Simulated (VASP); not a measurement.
# Pd (I4/mmm) in VASP: a series of runs

Runs on Pd. Level: PBEsol. Tasks: single point.

Program: VASP 6.6.1. These are calculated values, not measurements. Logs are shortened: lines on timing, memory, paths and dates and some standing lists are left out, and cuts for length are marked.

## 1. The cell of the first run

It takes space group I4/mmm (No. 139, tetragonal). The conventional cell has a = 2.971 Å, b = 2.971 Å, c = 3.734 Å, α = 90.00°, β = 90.00°, γ = 90.00°. Within 3.8 Å of Pd (site symmetry 4/mmm) lie 14 Pd at 2.81 to 3.73 Å.

## 2. Single point, PBEsol (strain +0.080 along x and y, -0.040 along z)

The input, INCAR:

```
SYSTEM = Pd
PREC     = Accurate       ! precision mode
ENCUT    = 520            ! plane-wave cutoff, eV
EDIFF    = 1E-6           ! SCF threshold, eV
ISMEAR   = 0              ! smearing method
SIGMA    = 0.15           ! smearing width, eV
LREAL    = .FALSE.        ! projectors in reciprocal space
LASPH    = .TRUE.         ! aspherical terms in the spheres
NELM     = 100            ! most SCF steps
ALGO     = Normal         ! electronic algorithm
ISIF     = 2              ! what is computed and relaxed
LWAVE    = .FALSE.        ! write WAVECAR
LCHARG   = .FALSE.        ! write CHGCAR
GGA      = PS             ! functional
NBANDS   = 11             ! bands
```

The input, KPOINTS:

```
regular mesh
0
G
  20 20 20
  0 0 0
```

The input, POSCAR:

```
Pd
1.0
    0.0000000000      2.1004920000      1.8671040000
    2.1004920000      0.0000000000      1.8671040000
    2.1004920000      2.1004920000      0.0000000000
Pd
1
Direct
    0.0000000000      0.0000000000      0.0000000000
```

Potentials or basis: VASP PAW PBE potentials, release 64 (Pd).

Started as:

```console
$ cat potpaw_PBE.64/Pd/POTCAR > POTCAR
$ mpirun -np 1 vasp_std > vasp.out
```

OUTCAR:

```text
SYSTEM = Pd
   PREC = Accurate
   ENCUT = 520
   EDIFF = 1E-6
   ISMEAR = 0
   LREAL = .FALSE.
   LASPH = .TRUE.
   NELM = 100
   ISIF = 2
   GGA = PS

 ion  position               nearest neighbor table
   1  0.000  0.000  0.000-

  LATTYP: Found a body centered tetragonal cell.
 ALAT       =     2.9705442741
 C/A-ratio  =     1.2570787221

  Lattice vectors:

 A1 = (   0.0000000000,  -2.1004920000,  -1.8671040000)
 A2 = (   0.0000000000,   2.1004920000,  -1.8671040000)
 A3 = (   2.1004920000,   0.0000000000,   1.8671040000)

Analysis of symmetry for initial positions (statically):
=====================================================================
 Subroutine PRICEL returns:
 Original cell was already a primitive cell.

 Routine SETGRP: Setting up the symmetry group for a
 body centered tetragonal supercell.

 Subroutine GETGRP returns: Found 16 space group operations
 (whereof 16 operations were pure point group operations)
 out of a pool of 16 trial point group operations.

The static configuration has the point symmetry D_4h.

Analysis of symmetry for dynamics (positions and initial velocities):
=====================================================================
 Subroutine PRICEL returns:
 Original cell was already a primitive cell.

 Routine SETGRP: Setting up the symmetry group for a
 body centered tetragonal supercell.

 Subroutine GETGRP returns: Found 16 space group operations
 (whereof 16 operations were pure point group operations)
 out of a pool of 16 trial point group operations.

The dynamic configuration has the point symmetry D_4h.

 Subroutine INISYM returns: Found 16 space group operations
 (whereof 16 operations are pure point group operations),
 and found     1 'primitive' translations

----------------------------------------------------------------------------------------

                                     Primitive cell

  volume of cell :      16.4756

  direct lattice vectors                    reciprocal lattice vectors
     0.000000000  2.100492000  1.867104000    -0.238039469  0.238039469  0.267794402
     2.100492000  0.000000000  1.867104000     0.238039469 -0.238039469  0.267794402
     2.100492000  2.100492000  0.000000000     0.238039469  0.238039469 -0.267794402

  length of vectors
     2.810363676  2.810363676  2.970544274     0.430162085  0.430162085  0.430162085

  position of ions in fractional coordinates (direct lattice)
     0.000000000  0.000000000  0.000000000

  ion indices of the primitive-cell ions
[... 81 lines left out ...]
   ISYM   =      2    0-nonsym 1-usesym 2-fastsym
   POTIM  = 0.5000    time-step for ionic-motion
   TEBEG  =    0.0;   TEEND  =   0.0 temperature during run
   PSTRESS=    0.0 pullay stress
   NELECT =      10.0000    total number of electrons
   NUPDOWN=      -1.0000    fix difference up-down
   EMIN   =  10.00;   EMAX   =-10.00  energy-range for DOS
   EFERMI =   0.00;   METHOD = LEGACY
   ISMEAR =     0;   SIGMA  =   0.15  broadening in eV -4-tet -1-fermi 0-gaus
   EFERMI_NEDOS =   21; number of points for ismear=-14 and -15
   IALGO  =     38    algorithm
   IMIX   =      4    mixing-type and parameters
     AMIX     =   0.40;   BMIX     =  1.00
     AMIX_MAG =   1.60;   BMIX_MAG =  1.00
  volume/ion in A,a.u.               =      16.48       111.18
  Fermi-wavevector in a.u.,A,eV,Ry     =   1.386100  2.619350 26.140518  1.921274
  Thomas-Fermi vector in A             =   2.510448
   LORBIT       =      0    0 simple, 1 ext, 2 COOP (PROOUT), +10 PAW based schemes
   GGA     = PS    functional components
   LHFCALC =     F    Hartree Fock is set to
   AEXX    =    0.0000 exact exchange contribution
   IVDW    =     0    specifies the selected vdW correction
   LEPSILON=     F    determine dielectric tensor
   LRPA    =     F    only Hartree local field effects (RPA)
 non-spin polarized calculation
 Gauss-broadening in eV      SIGMA  =   0.15
  energy-cutoff  :      520.00
  volume of cell :       16.48
 maximum number of plane-waves:       463
 NGX is ok and might be reduce to    24
   NGX = 11   NGY = 11   NGZ = 11

 number of electron      10.0000001 magnetization

 Free energy of the ion-electron system (eV)
  ---------------------------------------------------
  ext. energy  EPLUGINS =         0.00000000
  ---------------------------------------------------
  free energy    TOTEN  =        -5.83599722 eV

  energy without entropy =       -5.81004082  energy(sigma->0) =       -5.82301902

 E-fermi :   7.8526     XC(G=0): -12.7020

 val. band max:        7.8524722368   @ k =  -0.3000   0.3500   0.2000
 cond. band min:       7.8539340247   @ k =  -0.1500   0.4000   0.2500
 fundamental gap:      0.0014617878
 Fermi energy:         7.8525920586

 k-point     1 :       0.0000    0.0000    0.0000
  band No.  band energies     occupation
      1       1.4539      2.00000
      2       5.2411      2.00000
      3       5.2411      2.00000
      4       6.0949      2.00000
      5       6.3366      2.00000
      6       7.2030      2.00000
      7      25.1033      0.00000
      8      28.2869      0.00000
      9      28.2869      0.00000
     10      30.6501      0.00000
     11      33.8624      0.00000
[... 309 lines left out ...]
 k-point    24 :      -0.3500    0.0500    0.0000
  band No.  band energies     occupation
      1       3.4562      2.00000
      2       5.1851      2.00000
      3       5.9503      2.00000
      4       6.6934      2.00000
      5       7.4491      1.99986
      6       7.8293      1.17375
      7      17.5139      0.00000
      8      24.6133      0.00000
      9      28.1100      0.00000
     10      28.8022      0.00000
     11      31.8703      0.00000

 [... further k-points ...]

------------------------ aborting loop because EDIFF is reached ----------------------------------------

  FORCE on cell =-STRESS in cart. coord.  units (eV):
  Direction    XX          YY          ZZ          XY          YZ          ZX
  --------------------------------------------------------------------------------------
  -------------------------------------------------------------------------------------
  Total       -1.9119089     -1.9119089     -1.6614732      0.0000000      0.0000000      0.0000000
  in kB     -185.9247524   -185.9247524   -161.5709813      0.0000000      0.0000000      0.0000000
  external PRESSURE =    -177.8068287 kB  Pullay stress =       0.0000000 kB

 VOLUME and BASIS-vectors are now :
 -----------------------------------------------------------------------------
  energy-cutoff  :      520.00
  volume of cell :       16.48
      direct lattice vectors                 reciprocal lattice vectors
     0.000000000  2.100492000  1.867104000    -0.238039469  0.238039469  0.267794402
     2.100492000  0.000000000  1.867104000     0.238039469 -0.238039469  0.267794402
     2.100492000  2.100492000  0.000000000     0.238039469  0.238039469 -0.267794402

 POSITION                                       TOTAL-FORCE (eV/Angst)
 -----------------------------------------------------------------------------------
      0.00000      0.00000      0.00000         0.000000      0.000000      0.000000
 -----------------------------------------------------------------------------------
    total drift:                                0.000000      0.000000     -0.000000

  FREE ENERGIE OF THE ION-ELECTRON SYSTEM (eV)
  ---------------------------------------------------
  free  energy   TOTEN  =        -5.8359972208 eV

  energy  without entropy=       -5.8100408214  energy(sigma->0) =       -5.82301902
```

OSZICAR:

```text
N       E                     dE             d eps       ncg     rms          rms(c)
DAV:   1     0.414819342519E+02    0.41482E+02   -0.50806E+03 14190   0.840E+02
DAV:   2    -0.558741112396E+01   -0.47069E+02   -0.45445E+02 15986   0.178E+02
DAV:   3    -0.618340977730E+01   -0.59600E+00   -0.59346E+00 16673   0.214E+01
DAV:   4    -0.618658897776E+01   -0.31792E-02   -0.31788E-02 16595   0.166E+00
DAV:   5    -0.618663068196E+01   -0.41704E-04   -0.41705E-04 17761   0.169E-01    0.622E+00
DAV:   6    -0.584522769759E+01    0.34140E+00   -0.17390E+00 16901   0.102E+01    0.267E+00
DAV:   7    -0.583910461047E+01    0.61231E-02   -0.48275E-03 16750   0.753E-01    0.153E+00
DAV:   8    -0.583599333806E+01    0.31113E-02   -0.10057E-03 17145   0.207E-01    0.267E-02
DAV:   9    -0.583599569155E+01   -0.23535E-05   -0.19150E-05 18422   0.397E-02    0.931E-03
DAV:  10    -0.583599714919E+01   -0.14576E-05   -0.91340E-07 15730   0.873E-03    0.333E-03
DAV:  11    -0.583599722076E+01   -0.71577E-07   -0.87132E-08 10069   0.306E-03
   1 F= -.58359972E+01 E0= -.58230190E+01  d E =-.259564E-01
```

Run time: 3.5 min. Hardware: 1 thread of AMD EPYC 7R13, shared host; peak memory 0.21 GiB.

Results:

```
Free energy            : -5.8360 eV
Pressure               : -17.8 GPa
Band gap on the k mesh : zero (bands 5 and 6 overlap by 1.53 eV)
```

Levels at points of the mesh, in eV from the Fermi level:
| k point | band 2 | band 3 | band 4 | band 5 | band 6 | band 7 | band 8 | band 9 |
| --- | --- | --- | --- | --- | --- | --- | --- | --- |
| (0.00, 0.00, 0.00) | -2.61 | -2.61 | -1.76 | -1.52 | -0.65 | 17.25 | 20.43 | 20.43 |
| (0.50, 0.00, 0.00) | -2.84 | -1.92 | -0.24 | 0.20 | 1.21 | 6.52 | 15.97 | 18.70 |
| (0.50, 0.50, 0.00) | -4.30 | -0.02 | 0.25 | 0.25 | 4.84 | 11.16 | 11.16 | 11.70 |
| (0.50, 0.00, 0.50) | -4.22 | -0.12 | -0.07 | 0.46 | 2.62 | 8.68 | 13.11 | 13.60 |

Caveat: the cell differs from its parent crystal (strain +0.080 along x and y, -0.040 along z); the cell stands under tension; the PAW data sets were made with another functional, which shifts forces and pressure a little.

## 3. Single point, PBEsol (strain +0.080 along x and y, +0.000 along z)

The input, INCAR:

```
PREC     = Accurate       # precision mode
ENCUT    = 520            # plane-wave cutoff, eV
EDIFF    = 1E-6           # SCF threshold, eV
ISMEAR   = 0              # smearing method
SIGMA    = 0.15           # smearing width, eV
LREAL    = F              # projectors in reciprocal space
LASPH    = T              # aspherical terms in the spheres
NELM     = 100            # most SCF steps
ALGO     = Fast           # electronic algorithm
ISIF     = 2              # what is computed and relaxed
LWAVE    = F              # write WAVECAR
LCHARG   = F              # write CHGCAR
GGA      = PS             # functional
NBANDS   = 11             # bands
```

The input, KPOINTS:

```
regular mesh
0
Gamma
  20 20 20
```

The input, POSCAR:

```
Pd
1.0
    0.0000000000      2.1004920000      1.9449000000
    2.1004920000      0.0000000000      1.9449000000
    2.1004920000      2.1004920000      0.0000000000
Pd
1
Direct
    0.0000000000      0.0000000000      0.0000000000
```

Potentials or basis: VASP PAW PBE potentials, release 64 (Pd).

Started as:

```console
$ cat potpaw_PBE.64/Pd/POTCAR > POTCAR
$ mpirun -np 1 vasp_std > vasp.out
```

Wall time 3.7 min (1 thread of AMD EPYC 7R13, shared host); peak memory 0.21 GiB.

Results (log left out):

| Item | Value |
| --- | --- |
| Free energy | -5.7581 eV |
| Pressure | -21.3 GPa |
| Band gap on the k mesh | zero (bands 5 and 6 overlap by 1.39 eV) |

Stress tensor (GPa, compression positive):
```
-21.84   0.00   0.00
  0.00 -21.84   0.00
  0.00   0.00 -20.22
```

Levels at points of the mesh, in eV from the Fermi level:
```
           k point  band 2  band 3  band 4  band 5  band 6  band 7  band 8  band 9
(0.00, 0.00, 0.00)   -2.40   -2.40   -1.84   -1.26   -0.71   17.04   20.43   20.43
(0.50, 0.00, 0.00)   -2.53   -1.97   -0.16    0.10    1.27    6.19   16.06   18.68
(0.50, 0.50, 0.00)   -4.02   -0.04    0.22    0.22    4.24   10.55   11.41   11.41
(0.50, 0.00, 0.50)   -4.00   -0.08    0.02    0.36    2.86    8.64   12.68   12.92
```

Caveat: the cell differs from its parent crystal (strain +0.080 along x and y, +0.000 along z); the cell stands under tension; the PAW data sets were made with another functional, which shifts forces and pressure a little.
